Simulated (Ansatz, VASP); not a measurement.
**One calculation of AlN, two programs**

File INCAR:

```
SYSTEM = AlN
PREC     = Accurate       ! precision mode
ENCUT    = 600            ! plane-wave cutoff, eV
EDIFF    = 1E-6           ! SCF threshold, eV
ISMEAR   = 1              ! smearing method
SIGMA    = 0.1            ! smearing width, eV
LREAL    = .FALSE.        ! projectors in reciprocal space
LASPH    = .TRUE.         ! aspherical terms in the spheres
NELM     = 80             ! most SCF steps
ALGO     = Normal         ! electronic algorithm
ISIF     = 3              ! what is computed and relaxed
LWAVE    = .FALSE.        ! write WAVECAR
LCHARG   = .FALSE.        ! write CHGCAR
GGA      = RE             ! functional
IVDW     = 12             ! dispersion correction
IBRION   = 2              ! ionic algorithm
NSW      = 80             ! ionic steps
EDIFFG   = -0.03          ! ionic threshold
```

File KPOINTS:

```
Automatic mesh
0
G
  12 12 4
  0 0 0
```

The input POSCAR:

```
AlN
1.0
    3.1130000000      0.0000000000      0.0000000000
   -1.5565000000      2.6959370000      0.0000000000
    0.0000000000      0.0000000000      4.9810000000
Al N
2 2
Direct
    0.3333333333      0.6666666667      0.0000000000
    0.6666666667      0.3333333333      0.5000000000
    0.3333333333      0.6666666667      0.3800000000
    0.6666666667      0.3333333333      0.8800000000
```

Input for Ansatz:

```yaml
crystal:
  lattice:
    - [3.113, 0.0, 0.0]
    - [-1.5565, 2.695937, 0.0]
    - [0.0, 0.0, 4.981]
  atoms:
    - { symbol: Al, position: [0.3333333333333333, 0.6666666666666666, 0.0] }
    - { symbol: Al, position: [0.6666666666666666, 0.3333333333333333, 0.5] }
    - { symbol: "N", position: [0.3333333333333333, 0.6666666666666666, 0.38] }
    - { symbol: "N", position: [0.6666666666666666, 0.3333333333333333, 0.88] }
kpoints:
  mp_grid:
    grid: [12, 12, 4]
hamiltonian:
  xc: revpbe
  dispersion: d3bj
scf:
  occupations:
    method: methfessel_paxton
relax:
  f_tol: 0.03
  cell: {}
```

Alike in both runs: task relaxation of cell and atoms; functional revPBE; dispersion D3(BJ); k mesh 12 × 12 × 4; no spin polarisation.

|  | VASP | Ansatz |
| --- | --- | --- |
| version | VASP 6.6.1 | Ansatz 0.2.0 |
| potentials or method | VASP PAW PBE potentials, release 64 (Al, N) | plane waves, PAW |
| plane-wave cutoff (eV) | 600 | 420 |
| occupations | methfessel-paxton of order 1, width 0.1 eV | methfessel-paxton of order 1 |
| valence electrons in the cell | 16 | 16 |

Ansatz gave:

| Property | Result |
| --- | --- |
| relaxed volume (Å³/atom) | 10.34 |
| relaxed cell length with the largest relative difference (Å) | 3.102 |

Which values does VASP return?

Relaxed volume (Å³/atom): 10.31; relaxed cell length with the largest relative difference (Å): 3.096.

VASP's potentials were made for PBE, not for revPBE.
